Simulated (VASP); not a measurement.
Crystal: Y2Si2F.

```
Y Si F
1.0
    -2.08449    2.08449    4.94904
     2.08449   -2.08449    4.94904
     2.08449    2.08449   -4.94904
Y Si F
2 2 1
Cartesian
  0.0000 0.0000 3.6722
  0.0000 0.0000 6.2259
  0.0000 2.0845 2.4745
  2.0845 0.0000 2.4745
  0.0000 0.0000 0.0000
```

The cell was generated, and may not be a known phase.

```yaml
Program: VASP 6.6.1
Task: relaxation of cell and atoms
Functional: PBE
Potentials_or_basis: VASP PAW PBE potentials, release 64 (Y_sv, Si, F)
Cutoff: 600 eV
k_mesh: 6 × 6 × 6
Occupations: gaussian, width 0.1 eV
Spin: no spin polarisation
```

At the start: pressure 35.1 GPa; volume 17.20 Å³/atom.

Problem. How do energy, volume and symmetry change on relaxing?

Solution. Over 22 steps the energy falls by 1461.9 meV/atom and the volume is 19.59 Å³/atom (+13.8 %); space group I4/mmm (No. 139, to 0.1 Å) before and after.

The path:
```tsv
step	energy change (eV)	largest force (eV/Å)	pressure (GPa)	volume (Å³)
1	0.0000	2.1464	35.12	86.02
2	-3.4377	2.1430	-4.90	141.71
3	-3.6148	1.5828	-0.52	126.04
4	-3.6169	1.7280	-1.65	129.47
5	-5.1351	0.3004	-3.95	136.56
6	-5.4814	0.7701	-6.99	141.61
7	-5.4989	0.7465	-5.98	140.27
8	-6.1875	2.2658	-0.07	119.86
9	-6.2348	2.8537	2.24	114.61
10	-6.8429	2.1715	0.15	108.74
11	-6.4657	1.5451	-0.68	90.78
12	-7.1693	0.6618	-2.25	102.44
13	-7.1727	0.5768	-2.38	101.87
14	-7.2755	0.4805	0.68	97.15
15	-7.2821	0.4288	1.78	95.63
16	-7.3038	0.1274	0.06	96.77
17	-7.3038	0.1154	0.11	96.75
18	-7.3072	0.0734	0.27	96.96
19	-7.3081	0.0393	0.42	97.13
20	-7.3091	0.0692	-0.10	97.87
21	-7.3091	0.0678	-0.08	97.85
22	-7.3094	0.0175	0.00	97.93
```

Final structure:
```
Y Si F
1.0
    -1.81683    1.81683    7.41665
     1.81683   -1.81683    7.41665
     1.81683    1.81683   -7.41665
Y Si F
2 2 1
Direct
  0.39367 0.39367 0.00000
  0.60633 0.60633 0.00000
  0.75000 0.25000 0.50000
  0.25000 0.75000 0.50000
  0.00000 0.00000 0.00000
```

Caveat: a cell axis changed by over 15 % at a fixed basis, so the end point is rough; an odd number of electrons without spin polarisation forces a metal; a magnetic or distorted state may lie lower.
